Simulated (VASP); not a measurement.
# B17HN18 (a cell with a defect) in VASP: a series of runs, part 2 of 2

VASP 6.6.1. The steps go on from the part before.

**4. Single point, r2SCAN, collinear spin**

Input file POSCAR:

```
B17HN18
1.0
    7.4650312844      0.0000000000      0.0000000000
   -3.7325156422      6.4649067324      0.0000000000
    0.0000000000      0.0000000000      6.4954828762
B N H
17 18 1
Direct
    0.1257591618      0.2054368581      0.2505458714
    0.2069922703      0.1244188541      0.7535724445
    0.1256203359      0.5384072817      0.2493902607
    0.2100229794      0.4587861447      0.7478951045
    0.1255549817      0.8721181756      0.2502062414
    0.2071572702      0.7923680018      0.7492510554
    0.4589265013      0.2055502459      0.2508718421
    0.5387596267      0.1240830295      0.7538544263
    0.4591615089      0.5386486047      0.2500269805
    0.4591564086      0.8719402261      0.2496790137
    0.5425123123      0.7931329661      0.7481566284
    0.7923256255      0.2054703449      0.2496829283
    0.8752240718      0.1290009896      0.7493681982
    0.7921360602      0.5385002383      0.2498156748
    0.8715073141      0.4604369563      0.7484991893
    0.7921213376      0.8718271401      0.2490893236
    0.8745576348      0.7937758110      0.7482995147
    0.0967050207      0.2361521133      0.7494108073
    0.2361947073      0.0944977323      0.2519715851
    0.0960232718      0.5691809950      0.7477845703
    0.2363624227      0.4278316301      0.2498021638
    0.0965349174      0.9026691786      0.7498572549
    0.2364078001      0.7612473555      0.2495430168
    0.4235729013      0.2249657877      0.7614367050
    0.5696645085      0.0946192741      0.2503432028
    0.4262833194      0.5791250877      0.7467012141
    0.5696772616      0.4278822902      0.2507839049
    0.4297261280      0.9023688948      0.7494552984
    0.5698771919      0.7614047557      0.2488914998
    0.7627964994      0.2376716354      0.7504812055
    0.9029528924      0.0945512485      0.2493771702
    0.7681161511      0.5761929411      0.7472684350
    0.9030769489      0.4279100152      0.2494717427
    0.7658362181      0.9067401031      0.7489554709
    0.9030971512      0.7613191392      0.2488146815
    0.5095539163      0.3849789899      0.7617567941
```

Input file INCAR.step1:

```
PREC = Accurate
ENCUT = 580
ISMEAR = -1
SIGMA = 0.01
LREAL = Auto
LASPH = T
NELM = 200
ISPIN = 2
MAGMOM = 0 0 0 0 0 0 0 0 0 0 0 0 -0.01 0 -0.01 0 -0.01 0.04 0.01 0.09 0.01 0.02 0.02 0.01 0.02 0.42 0.02 0.05 0.01 0.05 0.01 0.4 0 0.08 0.01 0
NUPDOWN = 2.0
NBANDS = 99
GGA = PE
ALGO = Normal
EDIFF = 1E-5
LWAVE = T
LCHARG = F
GGA_COMPAT = F
ISYM = -1
```

Input file INCAR.step2:

```
PREC = Accurate
ENCUT = 580
EDIFF = 1E-6
ISMEAR = -1
SIGMA = 0.01
LREAL = Auto
LASPH = T
NELM = 200
ALGO = Normal
ISIF = 2
LWAVE = F
LCHARG = F
ISPIN = 2
MAGMOM = 0 0 0 0 0 0 0 0 0 0 0 0 -0.01 0 -0.01 0 -0.01 0.04 0.01 0.09 0.01 0.02 0.02 0.01 0.02 0.42 0.02 0.05 0.01 0.05 0.01 0.4 0 0.08 0.01 0
LORBIT = 11
NUPDOWN = 2.0
METAGGA = R2SCAN
LMIXTAU = T
NBANDS = 99
ISTART = 1
GGA_COMPAT = F
ISYM = -1
```

Input file KPOINTS:

```
explicit points
1
Reciprocal
  0.25000000   0.25000000   0.25000000 1
```

Potentials or basis: VASP PAW PBE potentials, release 64 (B, N, H).

The run is started by

```sh
$ cat potpaw_PBE.64/B/POTCAR potpaw_PBE.64/N/POTCAR potpaw_PBE.64/H/POTCAR > POTCAR
$ cp INCAR.step1 INCAR
$ mpirun -np 1 vasp_std > vasp.out
$ cp INCAR.step2 INCAR
$ mpirun -np 1 vasp_std > vasp.out
```

OUTCAR:

```text
PREC = Accurate
   ENCUT = 580
   EDIFF = 1E-6
   ISMEAR = -1
   LREAL = Auto
   LASPH = T
   NELM = 200
   ISIF = 2
   ISPIN = 2
   LORBIT = 11
   NUPDOWN = 2.0
   METAGGA = R2SCAN
   ISTART = 1
   ISYM = -1

 ion  position               nearest neighbor table
   1  0.126  0.205  0.251-  19 1.43  21 1.44  31 1.44
   2  0.207  0.124  0.754-  24 1.40  22 1.43  18 1.44
   3  0.126  0.538  0.249-  21 1.43  33 1.44  23 1.44
   4  0.210  0.459  0.748-  26 1.40  18 1.44  20 1.45
   5  0.126  0.872  0.250-  23 1.43  19 1.44  35 1.44
   6  0.207  0.792  0.749-  22 1.43  28 1.44  20 1.44
[... 409 lines left out ...]
      1.08081      0.80436      4.89482         0.220466      0.041151      0.011664
     -1.07185      3.48075      1.61991         0.008742     -0.010505      0.004604
     -0.14460      2.96601      4.85794        -0.118129     -0.458144      0.012913
     -2.31792      5.63816      1.62521         0.026888      0.070645     -0.004213
     -1.41109      5.12259      4.86675         0.097206      0.033984     -0.003746
[... 28 lines left out ...]
      3.90001      4.92186      1.61617        -0.011116     -0.028624      0.011060
      2.36690      2.48885      4.94798         0.143084     -0.412238     -0.008827
 -----------------------------------------------------------------------------------
    total drift:                               -0.019575     -0.004063     -0.003295

  FREE ENERGIE OF THE ION-ELECTRON SYSTEM (eV)
  ---------------------------------------------------
  free  energy   TOTEN  =      -335.9540210389 eV

  energy  without entropy=     -335.9540210388  energy(sigma->0) =     -335.95402104

 total charge

# of ion       s       p       d       tot
------------------------------------------
    1        0.757   1.426   0.000   2.183
    2        0.767   1.467   0.000   2.234
    3        0.757   1.425   0.000   2.182
    4        0.761   1.441   0.000   2.202
    5        0.757   1.426   0.000   2.183
    6        0.759   1.425   0.000   2.184
[... 28 lines left out ...]
   35        1.242   2.834   0.000   4.076
   36        0.596   0.107   0.000   0.702
--------------------------------------------------
tot         35.962  75.047   0.000 111.009

 magnetization (x)

# of ion       s       p       d       tot
------------------------------------------
    1       -0.000  -0.002   0.000  -0.002
    2       -0.001  -0.004   0.000  -0.005
    3       -0.000  -0.001   0.000  -0.002
    4       -0.001  -0.001   0.000  -0.002
    5       -0.000  -0.002   0.000  -0.003
    6       -0.001   0.001   0.000  -0.000
[... 28 lines left out ...]
   35        0.000   0.012   0.000   0.013
   36       -0.001   0.002   0.000   0.001
--------------------------------------------------
tot          0.072   1.429   0.000   1.501
```

OUTCAR.step1:

```text
PREC = Accurate
   ENCUT = 580
   ISMEAR = -1
   LREAL = Auto
   LASPH = T
   NELM = 200
[... 425 lines left out ...]
     -2.31792      5.63816      1.62521        -0.001799     -0.000350     -0.001466
     -1.41109      5.12259      4.86675         0.005098      0.005746     -0.003708
[... 28 lines left out ...]
      3.90001      4.92186      1.61617        -0.001665      0.003205      0.004792
      2.36690      2.48885      4.94798        -0.008218      0.012147     -0.001990
 -----------------------------------------------------------------------------------
    total drift:                               -0.018528     -0.002942     -0.002350

  FREE ENERGIE OF THE ION-ELECTRON SYSTEM (eV)
  ---------------------------------------------------
  free  energy   TOTEN  =      -305.7252767593 eV

  energy  without entropy=     -305.7252726160  energy(sigma->0) =     -305.72527469
```

It took 6.1 min on 1 thread of AMD EPYC 9R45 (Zen 5), shared host; peak memory 0.66 GiB.

What came out:

| Quantity | Value |
| --- | --- |
| Free energy | -335.9540 eV |
| Pressure | 6.9 GPa |
| Largest force | 0.820 eV/Å |
| Net moment | 2.00 μB per cell |
| Site moments | B -0.00, -0.01, +0.01, -0.02, -0.03 (each value once); N +0.05, +0.01, +0.10, +0.03, +0.02, +0.55, +0.06, +0.52, -0.00 (each value once); H +0.00 μB |
| Valence electrons inside the program's atomic spheres | B 2.18, 2.23, 2.20, 2.22, 2.24, 2.19 (each value once); N 4.07, 4.08, 4.04, 4.11, 3.90, 4.06, 3.89 (each value once); H 0.70 |

Forces on the atoms (eV/Å):
```
B    0.021 -0.001  0.001
B    0.220  0.041  0.012
B    0.009 -0.011  0.005
B   -0.118 -0.458  0.013
B    0.027  0.071 -0.004
B    0.097  0.034 -0.004
B   -0.057 -0.014 -0.004
B   -0.122  0.068  0.002
B   -0.030 -0.018 -0.004
B   -0.007  0.005 -0.002
B    0.272  0.333  0.004
B    0.005 -0.004 -0.002
B    0.075  0.063  0.001
B   -0.022 -0.040 -0.010
B    0.773 -0.272 -0.027
B   -0.038  0.045 -0.003
B    0.208  0.621 -0.031
N   -0.068  0.120  0.002
N    0.002 -0.013  0.002
N    0.028 -0.082  0.007
N   -0.001  0.013 -0.004
N   -0.212  0.000  0.009
N   -0.016 -0.008  0.000
N   -0.209  0.173 -0.018
N    0.012  0.006  0.003
N   -0.557  0.191 -0.006
N    0.031  0.030  0.013
N    0.012 -0.248 -0.001
N    0.000 -0.001  0.010
N    0.007  0.226 -0.008
N   -0.008 -0.020  0.001
N   -0.485 -0.196  0.051
N   -0.009  0.013  0.004
N    0.029 -0.225 -0.009
N   -0.011 -0.029  0.011
H    0.143 -0.412 -0.009
```

Stress tensor (GPa, compression positive):
```
 7.31  1.35 -0.10
 1.35 12.44 -0.10
-0.10 -0.10  1.09
```

Caveat: the PAW data sets were made with another functional, which shifts forces and pressure a little; the total moment is fixed, so each spin has its own Fermi level and the state may be an excited one.

**5. Single point, r2SCAN, collinear spin**

Input file POSCAR:

```
B17HN18
1.0
    7.4650312844      0.0000000000      0.0000000000
   -3.7325156422      6.4649067324      0.0000000000
    0.0000000000      0.0000000000      6.4954828762
B N H
17 18 1
Direct
    0.1257592916      0.2054366514      0.2505458791
    0.2069921301      0.1244190354      0.7535725262
    0.1256204657      0.5384070820      0.2493902414
    0.2100228680      0.4587863565      0.7478949284
    0.1255551220      0.8721179782      0.2502062360
    0.2071571377      0.7923681915      0.7492510845
    0.4589266350      0.2055500526      0.2508717906
    0.5387594914      0.1240832308      0.7538545316
    0.4591616334      0.5386484124      0.2500269377
    0.4591565390      0.8719400275      0.2496790157
    0.5425121897      0.7931331452      0.7481564616
    0.7923257591      0.2054701464      0.2496829532
    0.8752239287      0.1290011851      0.7493682134
    0.7921361907      0.5385000438      0.2498156189
    0.8715071917      0.4604371755      0.7484993089
    0.7921214664      0.8718269378      0.2490893429
    0.8745575039      0.7937760080      0.7482995935
    0.0967048937      0.2361523173      0.7494107591
    0.2361948421      0.0944975349      0.2519715654
    0.0960231517      0.5691812012      0.7477846101
    0.2363625530      0.4278314307      0.2498020906
    0.0965347950      0.9026693771      0.7498573192
    0.2364079343      0.7612471646      0.2495430192
    0.4235727589      0.2249659845      0.7614369155
    0.5696646450      0.0946190782      0.2503432149
    0.4262832103      0.5791252710      0.7467006099
    0.5696773900      0.4278820871      0.2507837589
    0.4297260066      0.9023691007      0.7494552875
    0.5698773221      0.7614045599      0.2488915039
    0.7627963717      0.2376718496      0.7504812807
    0.9029530266      0.0945510429      0.2493772681
    0.7681160432      0.5761931539      0.7472686403
    0.9030770830      0.4279098154      0.2494717246
    0.7658360993      0.9067403115      0.7489554432
    0.9030972825      0.7613189350      0.2488146667
    0.5095536761      0.3849791604      0.7617570795
```

INCAR.step1 is that of step 4.

INCAR.step2 is that of step 4.

KPOINTS is that of step 4.

The run is started by

```sh
$ cat potpaw_PBE.64/B/POTCAR potpaw_PBE.64/N/POTCAR potpaw_PBE.64/H/POTCAR > POTCAR
$ cp INCAR.step1 INCAR
$ mpirun -np 1 vasp_std > vasp.out
$ cp INCAR.step2 INCAR
$ mpirun -np 1 vasp_std > vasp.out
```

It took 6.1 min on 1 thread of AMD EPYC 9R45 (Zen 5), shared host; peak memory 0.66 GiB.

The run converged. Its results:

```
Free energy                                           : -335.9540 eV
Pressure                                              : 6.9 GPa
Largest force                                         : 0.820 eV/Å
Net moment                                            : 2.00 μB per cell
Site moments                                          : B -0.00, -0.01, +0.01, -0.02, -0.03 (each value once); N +0.05, +0.01, +0.10, +0.03, +0.02, +0.55, +0.06, +0.52, -0.00 (each value once); H +0.00 μB
Valence electrons inside the program's atomic spheres : B 2.18, 2.23, 2.20, 2.22, 2.24, 2.19 (each value once); N 4.07, 4.08, 4.04, 4.11, 3.90, 4.06, 3.89 (each value once); H 0.70
```

Forces on the atoms (eV/Å):
```
B    0.020 -0.001  0.001
B    0.220  0.041  0.012
B    0.009 -0.010  0.005
B   -0.118 -0.458  0.013
B    0.027  0.071 -0.004
B    0.097  0.034 -0.004
B   -0.057 -0.014 -0.004
B   -0.122  0.068  0.002
B   -0.030 -0.018 -0.004
B   -0.007  0.005 -0.002
B    0.272  0.333  0.004
B    0.005 -0.004 -0.002
B    0.075  0.063  0.001
B   -0.022 -0.040 -0.010
B    0.773 -0.272 -0.027
B   -0.038  0.045 -0.003
B    0.208  0.621 -0.031
N   -0.068  0.120  0.002
N    0.002 -0.013  0.002
N    0.028 -0.082  0.007
N   -0.001  0.013 -0.004
N   -0.212  0.000  0.009
N   -0.016 -0.008  0.000
N   -0.209  0.173 -0.018
N    0.012  0.006  0.003
N   -0.557  0.191 -0.006
N    0.031  0.030  0.013
N    0.012 -0.248 -0.001
N    0.000 -0.001  0.010
N    0.007  0.226 -0.008
N   -0.008 -0.020  0.001
N   -0.485 -0.196  0.051
N   -0.009  0.013  0.004
N    0.029 -0.225 -0.009
N   -0.011 -0.029  0.011
H    0.143 -0.412 -0.009
```

Stress tensor (GPa, compression positive):
```
 7.31  1.35 -0.10
 1.35 12.44 -0.10
-0.10 -0.10  1.09
```

Caveat: the PAW data sets were made with another functional, which shifts forces and pressure a little; the total moment is fixed, so each spin has its own Fermi level and the state may be an excited one.
